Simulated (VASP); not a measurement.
Runs of VASP 6.6.1 on Hf. The structure is that of space group I4/mmm (No. 139), or close to it. The cells are those of the table. 

| cell | gap on the mesh (eV) | pressure (GPa) |
| --- | --- | --- |
| a = 3.206 Å, angles 107.5, 107.5, 113.4°, 1 atom | none | -11.2 |
| a = 3.078 Å, angles 112.3, 112.3, 104.0°, 1 atom | none | -0.4 |
| a = 3.050 Å, angles 111.6, 111.6, 105.3°, 1 atom | none | 1.9 |
| a = 3.182 Å, angles 106.9, 106.9, 114.8°, 1 atom | none | (a) |

Alike in all rows: task single point; level r2SCAN; potentials or basis VASP PAW PBE potentials, release 64 (Hf_pv); no spin polarisation; k mesh 18 × 18 × 18; cutoff (eV) 520; smearing gaussian 0.15 eV.

**Question.** Estimate the missing entries.

**Answer.** (a) -9.5.

Caveats: the PAW data sets were made with another functional, which shifts forces and pressure a little; spin-orbit coupling is left out, which moves the levels of the heavy elements; the cell stands under tension (at least some runs); the stress differs along the axes, from -2 to 3 GPa (at least some runs).

A k mesh can miss the band edges, and the runs leave out spin-orbit coupling on Hf.

A gap of «none» marks levels without a gap at the run's occupations.
